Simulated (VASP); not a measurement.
# Be3Te2O (P-3m1) in VASP: single point with PBE

Aim: the single point of Be3Te2O with PBE.

Everything below comes from runs of VASP 6.6.1. Logs are shortened: lines on timing, memory, paths and dates and some standing lists are left out, and cuts for length are marked.

### Step 1. The cell of the first run

Symmetry: P-3m1, No. 164, trigonal system. Conventional cell: a = 3.753 Å, b = 3.753 Å, c = 7.273 Å, α = 90.00°, β = 90.00°, γ = 120.00°. Within 3.0 Å of Be (site symmetry 3m) lie 6 Be at 2.25 to 2.50 Å and 4 Te at 2.59 to 2.67 Å. Within 3.0 Å of Be (site symmetry -3m) lie 6 Be at 2.25 Å and 6 Te at 2.98 Å. Within 3.4 Å of Te (site symmetry 3m) lie 7 Be at 2.59 to 2.98 Å and 3 O at 2.69 Å. Within 3.8 Å of O (site symmetry -3m) lie 6 Te at 2.69 Å and 8 Be at 3.64 to 3.71 Å and 6 O at 3.75 Å.

The cell was generated, and may not be a known phase.

### Step 2. Single point, PBE

INCAR

```
ALGO = Normal
EDIFF = 1E-6
ENCUT = 600
GGA = PE
GGA_COMPAT = False
ISIF = 2
ISMEAR = 0
LASPH = True
LCHARG = False
LREAL = False
LWAVE = False
NBANDS = 21
NELM = 120
PREC = Accurate
SIGMA = 0.15
```

KPOINTS

```
k-points
0
Gamma
  3 3 2
```

POSCAR

```
Be3Te2O
1.0
    3.7534018625      0.0000000025      0.0000000000
   -1.8767009334      3.2505413623      0.0000000000
    0.0000000000      0.0000000000      7.2732418909
Be Te O
3 2 1
Direct
    0.6666666667      0.3333333333      0.4146581163
    0.3333333333      0.6666666667      0.5853418837
    0.0000000000      0.0000000000      0.5000000000
    0.6666666667      0.3333333333      0.7811905665
    0.3333333333      0.6666666667      0.2188094335
    0.0000000000      0.0000000000      0.0000000000
```

Potentials or basis: VASP PAW PBE potentials, release 64 (Be, Te, O).

Launch:

```sh
$ cat potpaw_PBE.64/Be/POTCAR potpaw_PBE.64/Te/POTCAR potpaw_PBE.64/O/POTCAR > POTCAR
$ mpirun -np 1 vasp_std > vasp.out
```

OUTCAR:

```text
EDIFF = 1E-6
   ENCUT = 600
   GGA = PE
   ISIF = 2
   ISMEAR = 0
   LASPH = True
   LREAL = False
   NELM = 120
   PREC = Accurate

 ion  position               nearest neighbor table
   1  0.667  0.333  0.415-   3 2.25   3 2.25   3 2.25   5 2.59   5 2.59   5 2.59   4 2.67
   2  0.333  0.667  0.585-   3 2.25   3 2.25   3 2.25   4 2.59   4 2.59   4 2.59   5 2.67
   3  0.000  0.000  0.500-   2 2.25   1 2.25   2 2.25   1 2.25   2 2.25   1 2.25   4 2.98   5 2.98
                             4 2.98   5 2.98   5 2.98   4 2.98
   4  0.667  0.333  0.781-   2 2.59   2 2.59   2 2.59   1 2.67   6 2.69   6 2.69   6 2.69   3 2.98
                             3 2.98   3 2.98
   5  0.333  0.667  0.219-   1 2.59   1 2.59   1 2.59   2 2.67   6 2.69   6 2.69   6 2.69   3 2.98
                             3 2.98   3 2.98
   6  0.000  0.000  0.000-   4 2.69   5 2.69   4 2.69   5 2.69   4 2.69   5 2.69

  LATTYP: Found a hexagonal cell.
 ALAT       =     3.7534018625
 C/A-ratio  =     1.9377732940

  Lattice vectors:

 A1 = (   3.7534018625,   0.0000000025,   0.0000000000)
 A2 = (  -1.8767009334,   3.2505413623,   0.0000000000)
 A3 = (   0.0000000000,   0.0000000000,   7.2732418909)

Analysis of symmetry for initial positions (statically):
=====================================================================
 Subroutine PRICEL returns:
 Original cell was already a primitive cell.

 Routine SETGRP: Setting up the symmetry group for a
 hexagonal supercell.

 Subroutine GETGRP returns: Found 12 space group operations
 (whereof 12 operations were pure point group operations)
 out of a pool of 24 trial point group operations.

The static configuration has the point symmetry D_3d.

Analysis of symmetry for dynamics (positions and initial velocities):
=====================================================================
 Subroutine PRICEL returns:
 Original cell was already a primitive cell.

 Routine SETGRP: Setting up the symmetry group for a
 hexagonal supercell.

 Subroutine GETGRP returns: Found 12 space group operations
 (whereof 12 operations were pure point group operations)
 out of a pool of 24 trial point group operations.

The dynamic configuration has the point symmetry D_3d.

 Subroutine INISYM returns: Found 12 space group operations
 (whereof 12 operations are pure point group operations),
 and found     1 'primitive' translations

----------------------------------------------------------------------------------------

                                     Primitive cell

  volume of cell :      88.7378

  direct lattice vectors                    reciprocal lattice vectors
     3.753401863  0.000000003  0.000000000     0.266424976  0.153820532  0.000000000
    -1.876700933  3.250541362  0.000000000    -0.000000000  0.307641063  0.000000000
     0.000000000  0.000000000  7.273241891     0.000000000  0.000000000  0.137490271

  length of vectors
     3.753401863  3.753401863  7.273241891     0.307641063  0.307641063  0.137490271

  position of ions in fractional coordinates (direct lattice)
     0.666666667  0.333333333  0.414658116
     0.333333333  0.666666667  0.585341884
     0.000000000  0.000000000  0.500000000
     0.666666667  0.333333333  0.781190567
     0.333333333  0.666666667  0.218809433
     0.000000000  0.000000000  0.000000000

  ion indices of the primitive-cell ions
   primitive index   ion index
                 1           1
                 2           2
                 3           3
                 4           4
                 5           5
                 6           6

----------------------------------------------------------------------------------------

 KPOINTS: k-points

Automatic generation of k-mesh.
 Grid dimensions read from file:
 generate k-points for:    3    3    2

 Generating k-lattice:

  Cartesian coordinates                     Fractional coordinates (reciprocal lattice)
     0.088808325  0.051273511  0.000000000     0.333333333  0.000000000  0.000000000
    -0.000000000  0.102547021  0.000000000     0.000000000  0.333333333  0.000000000
     0.000000000  0.000000000  0.068745136     0.000000000  0.000000000  0.500000000

  Length of vectors
     0.102547021  0.102547021  0.068745136

  Shift w.r.t. Gamma in fractional coordinates (k-lattice)
     0.000000000  0.000000000  0.000000000

 Subroutine IBZKPT returns following result:
 ===========================================

 Found      6 irreducible k-points:

 Following reciprocal coordinates:
            Coordinates               Weight
  0.000000  0.000000  0.000000      1.000000
  0.333333  0.000000  0.000000      6.000000
  0.333333  0.333333  0.000000      2.000000
  0.000000  0.000000  0.500000      1.000000
  0.333333  0.000000  0.500000      6.000000
  0.333333  0.333333  0.500000      2.000000
   k-points           NKPTS =      6   k-points in BZ     NKDIM =      6   number of bands    NBANDS=     21
   number of dos      NEDOS =    301   number of ions     NIONS =      6
   total plane-waves  NPLWV =  54000
   dimension x,y,z NGX =    30 NGY =   30 NGZ =   60
   dimension x,y,z NGXF=    60 NGYF=   60 NGZF=  120
   ions per type =               3   2   1
   NGX,Y,Z   is equivalent  to a cutoff of  13.29, 13.29, 13.71 a.u.
   NGXF,Y,Z  is equivalent  to a cutoff of  26.58, 26.58, 27.43 a.u.
 SYSTEM =  unknown system
   PREC   = accura    normal or accurate (medium, high low for compatibility)
   ISTART =      0    job   : 0-new  1-cont  2-samecut
   ICHARG =      2    charge: 1-file 2-atom 10-const
   ISPIN  =      1    spin polarized calculation?
   LNONCOLLINEAR =      F non collinear calculations
   LSORBIT =      F    spin-orbit coupling
   LASPH  =      T    aspherical Exc in radial PAW
   ENCUT  =  600.0 eV  44.10 Ry    6.64 a.u.   7.50  7.50 14.53*2*pi/ulx,y,z
   NELM   =    120;   NELMIN=  2; NELMDL= -5     # of ELM steps
   EDIFF  = 0.1E-05   stopping-criterion for ELM
   LREAL  =      F    real-space projection
   EDIFFG = 0.1E-04   stopping-criterion for IOM
   NSW    =      0    number of steps for IOM
   IBRION =     -1    ionic relax: 0-MD 1-quasi-New 2-CG
   NFREE  =      0    steps in history (QN), initial steepest desc. (CG)
   ISIF   =      2    stress and relaxation
   ISYM   =      2    0-nonsym 1-usesym 2-fastsym
   POTIM  = 0.5000    time-step for ionic-motion
   TEBEG  =    0.0;   TEEND  =   0.0 temperature during run
   PSTRESS=    0.0 pullay stress
   NELECT =      24.0000    total number of electrons
   NUPDOWN=      -1.0000    fix difference up-down
   EMIN   =  10.00;   EMAX   =-10.00  energy-range for DOS
   EFERMI =   0.00;   METHOD = LEGACY
   ISMEAR =     0;   SIGMA  =   0.15  broadening in eV -4-tet -1-fermi 0-gaus
   EFERMI_NEDOS =   21; number of points for ismear=-14 and -15
   IALGO  =     38    algorithm
   IMIX   =      4    mixing-type and parameters
     AMIX     =   0.40;   BMIX     =  1.00
     AMIX_MAG =   1.60;   BMIX_MAG =  1.00
  volume/ion in A,a.u.               =      14.79        99.81
  Fermi-wavevector in a.u.,A,eV,Ry     =   1.058707  2.000665 15.250223  1.120860
  Thomas-Fermi vector in A             =   2.194026
   LORBIT       =      0    0 simple, 1 ext, 2 COOP (PROOUT), +10 PAW based schemes
   GGA     = PE    functional components
   LHFCALC =     F    Hartree Fock is set to
   AEXX    =    0.0000 exact exchange contribution
   IVDW    =     0    specifies the selected vdW correction
   LEPSILON=     F    determine dielectric tensor
   LRPA    =     F    only Hartree local field effects (RPA)
 non-spin polarized calculation
 Gauss-broadening in eV      SIGMA  =   0.15
  energy-cutoff  :      600.00
  volume of cell :       88.74
 maximum number of plane-waves:      2975
 NGX is ok and might be reduce to    30
   NGX = 15   NGY = 15   NGZ = 29

 number of electron      24.0000001 magnetization

 Free energy of the ion-electron system (eV)
  ---------------------------------------------------
  ext. energy  EPLUGINS =         0.00000000
  ---------------------------------------------------
  free energy    TOTEN  =       -20.68431054 eV

  energy without entropy =      -20.65560854  energy(sigma->0) =      -20.66995954

 E-fermi :   7.6779     XC(G=0): -10.3216

 val. band max:        7.6748925838   @ k =   0.3333   0.3333   0.0000
 cond. band min:       7.8951492941   @ k =   0.3333   0.0000   0.5000
 fundamental gap:      0.2202567103
 Fermi energy:         7.6778818061

 k-point     1 :       0.0000    0.0000    0.0000
  band No.  band energies     occupation
      1      -9.7963      2.00000
      2      -5.4955      2.00000
      3      -5.2135      2.00000
      4       0.3917      2.00000
      5       3.6986      2.00000
      6       4.9954      2.00000
      7       4.9954      2.00000
      8       6.2069      2.00000
      9       6.2069      2.00000
     10       7.1063      2.00000
     11       7.6696      1.06258
     12       7.6696      1.06258
     13       7.9152      0.02525
     14       8.3820      0.00000
     15       8.3820      0.00000
     16      10.2473      0.00000
     17      10.2473      0.00000
     18      10.5854      0.00000
     19      10.7098      0.00000
     20      13.1541      0.00000
     21      14.1127      0.00000

 k-point     2 :       0.3333    0.0000    0.0000
  band No.  band energies     occupation
      1      -9.4461      2.00000
      2      -4.8535      2.00000
      3      -4.3081      2.00000
      4       0.3792      2.00000
      5       1.6641      2.00000
      6       2.6689      2.00000
      7       3.5136      2.00000
      8       3.9820      2.00000
      9       5.3640      2.00000
     10       5.5916      2.00000
     11       6.0033      2.00000
     12       6.3643      2.00000
     13       8.0007      0.00234
     14       9.3521      0.00000
     15      10.0070      0.00000
     16      10.0122      0.00000
     17      10.2071      0.00000
     18      12.9823      0.00000
     19      13.3617      0.00000
     20      13.9570      0.00000
     21      14.9328      0.00000

 k-point     3 :       0.3333    0.3333    0.0000
  band No.  band energies     occupation
      1      -9.2624      2.00000
      2      -4.0534      2.00000
      3      -4.0534      2.00000
      4       1.1536      2.00000
      5       1.6498      2.00000
      6       1.6498      2.00000
      7       2.1213      2.00000
      8       2.1213      2.00000
      9       2.1920      2.00000
     10       6.4160      2.00000
     11       6.7514      2.00000
     12       6.7514      2.00000
     13       7.6749      1.02248
     14       9.4175      0.00000
     15       9.4175      0.00000
     16      12.2783      0.00000
     17      13.1563      0.00000
     18      13.1563      0.00000
     19      13.6298      0.00000
     20      13.6298      0.00000
     21      13.8431      0.00000

 k-point     4 :       0.0000    0.0000    0.5000
  band No.  band energies     occupation
      1      -9.7852      2.00000
      2      -5.9071      2.00000
      3      -4.7228      2.00000
      4       0.3399      2.00000
      5       3.5792      2.00000
      6       4.9638      2.00000
      7       4.9638      2.00000
      8       6.0366      2.00000
      9       6.6939      2.00000
     10       6.6939      2.00000
     11       7.0276      2.00000
     12       7.0276      2.00000
     13       8.1788      0.00000
     14       8.1788      0.00000
     15       9.6967      0.00000
     16      10.2850      0.00000
     17      10.9005      0.00000
     18      10.9005      0.00000
     19      11.2723      0.00000
     20      13.5426      0.00000
     21      14.4547      0.00000

 k-point     5 :       0.3333    0.0000    0.5000
  band No.  band energies     occupation
      1      -9.4427      2.00000
      2      -4.8791      2.00000
      3      -4.3275      2.00000
      4       0.7925      2.00000
      5       1.6230      2.00000
      6       2.5321      2.00000
      7       3.3855      2.00000
      8       4.0280      2.00000
      9       4.2001      2.00000
     10       5.5839      2.00000
     11       6.5382      2.00000
     12       7.4893      1.92458
     13       7.8951      0.04052
     14       9.1391      0.00000
     15       9.5216      0.00000
     16       9.8172      0.00000
     17      10.2236      0.00000
     18      13.2191      0.00000
     19      13.2790      0.00000
     20      14.5747      0.00000
     21      15.4346      0.00000

 k-point     6 :       0.3333    0.3333    0.5000
  band No.  band energies     occupation
      1      -9.2620      2.00000
      2      -4.0386      2.00000
      3      -4.0386      2.00000
      4       0.8116      2.00000
      5       0.8581      2.00000
      6       0.8581      2.00000
      7       3.3262      2.00000
      8       3.9683      2.00000
      9       3.9683      2.00000
     10       4.5409      2.00000
     11       5.1098      2.00000
     12       5.1098      2.00000
     13       9.6018      0.00000
     14       9.6018      0.00000
     15       9.6157      0.00000
     16      11.1993      0.00000
     17      13.1080      0.00000
     18      13.1080      0.00000
     19      14.0368      0.00000
     20      14.5171      0.00000
     21      14.5171      0.00000

------------------------ aborting loop because EDIFF is reached ----------------------------------------

  FORCE on cell =-STRESS in cart. coord.  units (eV):
  Direction    XX          YY          ZZ          XY          YZ          ZX
  --------------------------------------------------------------------------------------
  -------------------------------------------------------------------------------------
  Total        0.2514745      0.2514745     -0.0639050      0.0000000     -0.0000000      0.0000000
  in kB        4.5404177      4.5404177     -1.1538163      0.0000000     -0.0000000      0.0000000
  external PRESSURE =       2.6423397 kB  Pullay stress =       0.0000000 kB

 VOLUME and BASIS-vectors are now :
 -----------------------------------------------------------------------------
  energy-cutoff  :      600.00
  volume of cell :       88.74
      direct lattice vectors                 reciprocal lattice vectors
     3.753401863  0.000000003  0.000000000     0.266424976  0.153820532  0.000000000
    -1.876700933  3.250541362  0.000000000    -0.000000000  0.307641063  0.000000000
     0.000000000  0.000000000  7.273241891     0.000000000  0.000000000  0.137490271

 POSITION                                       TOTAL-FORCE (eV/Angst)
 -----------------------------------------------------------------------------------
      1.87670      1.08351      3.01591        -0.000000      0.000000     -0.015556
     -0.00000      2.16703      4.25733         0.000000     -0.000000      0.015556
      0.00000      0.00000      3.63662        -0.000000      0.000000      0.000000
      1.87670      1.08351      5.68179         0.000000     -0.000000     -0.019191
     -0.00000      2.16703      1.59145        -0.000000      0.000000      0.019191
      0.00000      0.00000      0.00000         0.000000      0.000000      0.000000
 -----------------------------------------------------------------------------------
    total drift:                               -0.000000     -0.000000     -0.000000

  FREE ENERGIE OF THE ION-ELECTRON SYSTEM (eV)
  ---------------------------------------------------
  free  energy   TOTEN  =       -20.6843105427 eV

  energy  without entropy=      -20.6556085444  energy(sigma->0) =      -20.66995954
```

Wall time 22 s (1 thread of Intel Xeon Platinum 8488C (Sapphire Rapids), shared host); peak memory 0.22 GiB.

Results:

```yaml
Free_energy: -20.6843 eV
Pressure: 0.3 GPa
Largest_force: 0.019 eV/Å
Band_gap_on_the_k_mesh: 0.01 eV (least direct gap 0.25 eV)
```

Forces in eV/Å, atoms in the order of the input:
```
Be   0.000  0.000 -0.016
Be   0.000  0.000  0.016
Be   0.000  0.000  0.000
Te   0.000  0.000 -0.019
Te   0.000  0.000  0.019
O    0.000  0.000  0.000
```

Caveat: the k points lie up to 0.64 Å⁻¹ apart; the smearing spreads over this small gap; semilocal functionals underestimate gaps, and a narrow one can read as zero; spin-orbit coupling is left out, which moves the levels of the heavy elements. A k mesh can miss the band edges.

The gap in the log of VASP goes by the Fermi energy; the results here count the filled bands.